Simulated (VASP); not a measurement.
# Ge2Sb2Te5 (sol): single point with PBEsol

Ge2Sb2Te5 (sol):

```xyz
9
Lattice="4.2236 0.0000 0.0000 -2.1118 3.6577 0.0000 0.0000 0.0000 16.8783" Properties=species:S:1:pos:R:3 pbc="T T T"
Ge    0.0000    2.4385   15.1853
Ge    2.1118    1.2192    1.6930
Sb    0.0000    0.0000   11.5286
Sb    0.0000    0.0000    5.3497
Te    0.0000    0.0000    0.0000
Te    2.1118    1.2192   13.5281
Te    0.0000    2.4385    3.3502
Te    0.0000    2.4385    9.8076
Te    2.1118    1.2192    7.0707
```

```yaml
Program: VASP 6.6.1
Task: single point
Functional: PBEsol
Potentials_or_basis: VASP PAW PBE potentials, release 64 (Ge_d, Sb, Te)
Cutoff: 520 eV
k_mesh: 9 × 9 × 2
Occupations: gaussian, width 0.01 eV
Spin: no spin polarisation
```

* Pressure: 0.1 GPa
* Largest force: 0.033 eV/Å
* Band gap on the k mesh: 0.14 eV, direct

Forces on the atoms (eV/Å):
```
Ge   0.000  0.000 -0.001
Ge   0.000  0.000  0.001
Sb   0.000  0.000  0.031
Sb   0.000  0.000 -0.031
Te   0.000  0.000  0.000
Te   0.000  0.000 -0.005
Te   0.000  0.000  0.005
Te   0.000  0.000 -0.033
Te   0.000  0.000  0.033
```

Levels at points of the mesh, in eV from the valence-band top:
```tsv
k point	band 31	band 32	band 33	band 34	band 35	band 36	band 37	band 38
(0.00, 0.00, 0.00)	-1.42	-1.14	-0.85	0.00	0.14	0.14	0.21	0.86
(0.00, 0.00, 0.50)	-1.54	-1.44	-0.72	-0.18	0.35	0.35	0.50	0.51
```

Wall time 17 min on 1 thread of AMD EPYC 7R13, on a shared host, peak memory 0.46 GiB.

Caveat: the PAW data sets were made with another functional, which shifts forces and pressure a little; spin-orbit coupling is left out, which moves the levels of the heavy elements. A k mesh can miss the band edges.
